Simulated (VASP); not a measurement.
A run of VASP 6.6.1 is set up as follows.

Contents of INCAR:

```
  ALGO = Normal
  EDIFF = 1E-7
  ENCUT = 520
  GGA = PE
  ISIF = 2
  ISMEAR = 0
  LASPH = T
  LCHARG = T
  LELF = T
  LREAL = F
  LVHAR = T
  LWAVE = F
  NBANDS = 20
  NELM = 60
  PREC = Accurate
  SIGMA = 0.1
```

The input KPOINTS:

```
k-points
0
Gamma
  6 6 4
```

POSCAR

```
Si2Sb2Se
1.0
    4.8324871700      0.0000000000      0.0000000000
   -2.4162435900      4.1850566500      0.0000000000
    0.0000000000      0.0000000000      6.6969315700
Si Sb Se
2 2 1
Direct
    0.3333333300      0.6666666700      0.5000000000
    0.6666666700      0.3333333300      0.5000000000
    0.3333333300      0.6666666700      0.0000000000
    0.6666666700      0.3333333300      0.0000000000
    0.0000000000      0.0000000000      0.0000000000
```

Potentials or basis: VASP PAW PBE potentials, release 64 (Si, Sb, Se).

Launch:

```sh
$ cat potpaw_PBE.64/Si/POTCAR potpaw_PBE.64/Sb/POTCAR potpaw_PBE.64/Se/POTCAR > POTCAR
$ mpirun -np 1 vasp_std > vasp.out
```

(1) Estimate the band gap on the k mesh.

(2) What does it give for the pressure?

## Answers

(1) zero (band 12 reaches 5.58 eV, above the bottom of band 13 at 3.96 eV).

(2) 3.6 GPa.

Caveat: spin-orbit coupling is left out, which moves the levels of the heavy elements.
